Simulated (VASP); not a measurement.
# W (P6_3/mmc) in VASP: notebook, part 2 of 2

VASP 6.6.1.

### Step 4. Single point, LDA (volume scaled by 1.04)

File INCAR:

```
PREC = Accurate ; ENCUT = 520
EDIFF = 1E-6 ; ISMEAR = -1
SIGMA = 0.1 ; LREAL = F
LASPH = T ; NELM = 60
ALGO = Normal ; ISIF = 2
LWAVE = F ; LCHARG = T
LELF = T ; LVHAR = T
NBANDS = 21
```

File KPOINTS:

```
regular mesh
0
Gamma
  15 15 8
```

File POSCAR:

```
W
1.0
    2.7728559127      0.0000000000      0.0000000000
   -1.3864279564      2.4013636614      0.0000000000
    0.0000000000      0.0000000000      4.9209805036
W
2
Direct
    0.3333333333      0.6666666667      0.2500000000
    0.6666666667      0.3333333333      0.7500000000
```

Potentials or basis: VASP PAW LDA potentials, release 64 (W_sv).

Launch:

```
cat potpaw_LDA.64/W_sv/POTCAR > POTCAR
mpirun -np 1 vasp_std > vasp.out
```

OUTCAR:

```text
PREC = Accurate
   ENCUT = 520
   EDIFF = 1E-6
   ISMEAR = -1
   LREAL = F
   LASPH = T
   NELM = 60
   ISIF = 2

 ion  position               nearest neighbor table
   1  0.333  0.667  0.250-   2 2.94   2 2.94   2 2.94   2 2.94   2 2.94   2 2.94
   2  0.667  0.333  0.750-   1 2.94   1 2.94   1 2.94   1 2.94   1 2.94   1 2.94

  LATTYP: Found a hexagonal cell.
 ALAT       =     2.7728559127
 C/A-ratio  =     1.7746975171

  Lattice vectors:

 A1 = (   2.7728559127,   0.0000000000,   0.0000000000)
 A2 = (  -1.3864279564,   2.4013636614,   0.0000000000)
[... 191 lines left out ...]
      5     -26.7171      2.00000
      6     -26.7171      2.00000
[... 565 lines left out ...]
     20      18.7320      0.00000
     21      19.8076      0.00000

 [... further k-points ...]
[... 5 lines left out ...]
  --------------------------------------------------------------------------------------
  -------------------------------------------------------------------------------------
  Total       -2.1041957     -2.1041957     -1.8494421      0.0000000      0.0000000     -0.0000000
  in kB     -102.8868419   -102.8868419    -90.4303987      0.0000000      0.0000000     -0.0000000
  external PRESSURE =     -98.7346942 kB  Pullay stress =       0.0000000 kB

 VOLUME and BASIS-vectors are now :
 -----------------------------------------------------------------------------
  energy-cutoff  :      520.00
  volume of cell :       32.77
      direct lattice vectors                 reciprocal lattice vectors
     2.772855913  0.000000000  0.000000000     0.360639006  0.208215027  0.000000000
    -1.386427956  2.401363661  0.000000000     0.000000000  0.416430054  0.000000000
     0.000000000  0.000000000  4.920980504     0.000000000  0.000000000  0.203211535

 POSITION                                       TOTAL-FORCE (eV/Angst)
 -----------------------------------------------------------------------------------
     -0.00000      1.60091      1.23025         0.000000      0.000000      0.000000
      1.38643      0.80045      3.69074        -0.000000      0.000000      0.000000
 -----------------------------------------------------------------------------------
    total drift:                               -0.000000      0.000000     -0.000000

  FREE ENERGIE OF THE ION-ELECTRON SYSTEM (eV)
  ---------------------------------------------------
  free  energy   TOTEN  =       -27.1885847624 eV

  energy  without entropy=      -27.1169317197  energy(sigma->0) =      -27.15275824
```

OSZICAR:

```text
N       E                     dE             d eps       ncg     rms          rms(c)
DAV:   1     0.291651217912E+03    0.29165E+03   -0.17193E+04  5678   0.156E+03
DAV:   2    -0.188335966096E+02   -0.31048E+03   -0.30350E+03  6163   0.465E+02
DAV:   3    -0.284233805096E+02   -0.95898E+01   -0.93524E+01  6449   0.819E+01
DAV:   4    -0.285199098833E+02   -0.96529E-01   -0.96405E-01  6080   0.860E+00
DAV:   5    -0.285208658045E+02   -0.95592E-03   -0.95591E-03  6359   0.892E-01    0.275E+01
DAV:   6    -0.274580719598E+02    0.10628E+01   -0.13108E+00  6131   0.104E+01    0.106E+01
DAV:   7    -0.271994753299E+02    0.25860E+00   -0.61151E-01  6368   0.643E+00    0.620E-01
DAV:   8    -0.271887763437E+02    0.10699E-01   -0.12430E-02  5815   0.114E+00    0.102E-01
DAV:   9    -0.271885760360E+02    0.20031E-03   -0.33007E-04  6686   0.149E-01    0.561E-02
DAV:  10    -0.271885848940E+02   -0.88580E-05   -0.13119E-05  6010   0.324E-02    0.692E-03
DAV:  11    -0.271885847624E+02    0.13161E-06   -0.37413E-06  5016   0.164E-02
   1 F= -.27188585E+02 E0= -.27152758E+02  d E =-.716530E-01
```

stdout:

```text
POSCAR found type information on POSCAR W
 POSCAR found :  1 types and       2 ions
 scaLAPACK will be used
 LDA part: xc-table for (Slater(with rela. corr.)+CA(PZ))
 , standard interpolation
 POSCAR, INCAR and KPOINTS ok, starting setup
 FFT: planning ... GRIDC
 FFT: planning ... GRID_SOFT
 FFT: planning ... GRID
 WAVECAR not read
 entering main loop
```

Wall time 54 s (1 thread of Intel Xeon Platinum 8259CL at 2.50GHz (Skylake/Cascade Lake), shared host); peak memory 0.19 GiB.

What came out:

```
Free energy            : -27.1886 eV
Pressure               : -9.9 GPa
Band gap on the k mesh : zero (band 14 reaches 11.77 eV, above the bottom of band 15 at 10.04 eV)
```

Stress tensor (GPa, compression positive):
```
-10.29   0.00   0.00
  0.00 -10.29   0.00
  0.00   0.00  -9.04
```

Levels at points of the mesh, in eV from the Fermi level:
| k point | band 10 | band 11 | band 12 | band 13 | band 14 | band 15 | band 16 | band 17 | band 18 | band 19 |
| --- | --- | --- | --- | --- | --- | --- | --- | --- | --- | --- |
| (0.00, 0.00, 0.00) | -5.86 | -1.67 | -0.46 | -0.46 | -0.09 | 0.12 | 0.12 | 1.93 | 1.93 | 4.25 |
| (0.00, 0.00, 0.50) | -7.03 | -2.09 | -2.09 | -0.43 | -0.43 | -0.43 | -0.43 | 3.47 | 3.47 | 3.47 |

Caveat: spin-orbit coupling is left out, which moves the levels of the heavy elements.

### Step 5. Single point, LDA (volume scaled by 1.08)

File INCAR:

```
PREC = Accurate
ENCUT = 520
EDIFF = 1E-6
ISMEAR = -1
SIGMA = 0.1
LREAL = False
LASPH = True
NELM = 80
ALGO = Normal
ISIF = 2
LWAVE = False
LCHARG = True
LELF = True
LVHAR = True
NBANDS = 21
```

File KPOINTS:

```
Automatic mesh
0
Gamma
  15 15 8
```

File POSCAR:

```
W
1.0
    2.8079590811      0.0000000000      0.0000000000
   -1.4039795406      2.4317638970      0.0000000000
    0.0000000000      0.0000000000      4.9832780095
W
2
Direct
    0.3333333333      0.6666666667      0.2500000000
    0.6666666667      0.3333333333      0.7500000000
```

Launch:

```
cat potpaw_LDA.64/W_sv/POTCAR > POTCAR
mpirun -np 1 vasp_std > vasp.out
```

Wall time 51 s (1 thread of Intel Xeon Platinum 8259CL at 2.50GHz (Skylake/Cascade Lake), shared host); peak memory 0.2 GiB.

The run converged. Its results:

| Property | Result |
| --- | --- |
| Free energy | -27.0739 eV |
| Pressure | -19.2 GPa |
| Band gap on the k mesh | zero (band 14 reaches 11.14 eV, above the bottom of band 15 at 9.56 eV) |

Stress tensor (GPa, compression positive):
```
-20.26   0.00   0.00
  0.00 -20.26   0.00
  0.00   0.00 -17.17
```

Levels at points of the mesh, in eV from the Fermi level:
```csv
k point,band 11,band 12,band 13,band 14,band 15,band 16,band 17,band 18
"(0.00, 0.00, 0.00)",-1.57,-0.42,-0.42,-0.16,0.13,0.13,1.85,1.85
"(0.00, 0.00, 0.50)",-1.99,-1.99,-0.38,-0.38,-0.38,-0.38,3.30,3.30
```

Caveat: spin-orbit coupling is left out, which moves the levels of the heavy elements.

### Step 6. Single point, LDA (volume scaled by 1.12)

File INCAR:

```
SYSTEM = W
PREC = Accurate ; ENCUT = 520
EDIFF = 1E-6 ; ISMEAR = -1
SIGMA = 0.1 ; LREAL = .FALSE.
LASPH = .TRUE. ; NELM = 60
ALGO = Normal ; ISIF = 2
LWAVE = .FALSE. ; LCHARG = .FALSE.
NBANDS = 21
```

File KPOINTS:

```
Automatic mesh
0
G
  15 15 8
  0 0 0
```

File POSCAR:

```
W
1.0
    2.8422058598      0.0000000000      0.0000000000
   -1.4211029299      2.4614224773      0.0000000000
    0.0000000000      0.0000000000      5.0440556825
W
2
Direct
    0.3333333333      0.6666666667      0.2500000000
    0.6666666667      0.3333333333      0.7500000000
```

Potentials or basis: VASP PAW LDA potentials, release 64 (W_sv).

Launch:

```
cat potpaw_LDA.64/W_sv/POTCAR > POTCAR
mpirun -np 1 vasp_std > vasp.out
```

It took 50 s on 1 thread of Intel Xeon Platinum 8259CL at 2.50GHz (Skylake/Cascade Lake), shared host; peak memory 0.2 GiB.

Results (log left out):

* Free energy: -26.8927 eV
* Pressure: -26.8 GPa
* Band gap on the k mesh: zero (band 14 reaches 10.59 eV, above the bottom of band 15 at 9.11 eV)

Stress tensor (GPa, compression positive):
```
-28.37   0.00   0.00
  0.00 -28.37   0.00
  0.00   0.00 -23.77
```

Levels at points of the mesh, in eV from the Fermi level:
```tsv
k point	band 12	band 13	band 14	band 15	band 16	band 17
(0.00, 0.00, 0.00)	-0.38	-0.38	-0.21	0.14	0.14	1.77
(0.00, 0.00, 0.50)	-1.91	-0.34	-0.34	-0.34	-0.34	3.14
```

Caveat: spin-orbit coupling is left out, which moves the levels of the heavy elements.

### Step 7. The runs side by side

```csv
cell,gap on the mesh (eV),pressure (GPa)
"a = 2.700, b = 2.700, c = 4.791 Å, angles 90.0, 90.0, 120.0°, 2 atoms",none,15.7
"a = 2.737, b = 2.737, c = 4.857 Å, angles 90.0, 90.0, 120.0°, 2 atoms",none,1.6
"a = 2.773, b = 2.773, c = 4.921 Å, angles 90.0, 90.0, 120.0°, 2 atoms",none,-9.9
"a = 2.808, b = 2.808, c = 4.983 Å, angles 90.0, 90.0, 120.0°, 2 atoms",none,-19.2
"a = 2.842, b = 2.842, c = 5.044 Å, angles 90.0, 90.0, 120.0°, 2 atoms",none,-26.8
```

Alike in all rows: task single point; level LDA; potentials or basis VASP PAW LDA potentials, release 64 (W_sv); no spin polarisation; k mesh 15 × 15 × 8; cutoff (eV) 520; smearing fermi-dirac 0.1 eV.

Caveats: spin-orbit coupling is left out, which moves the levels of the heavy elements.

Total energies depend on the potentials used, so only differences within one code and one set of settings carry meaning.
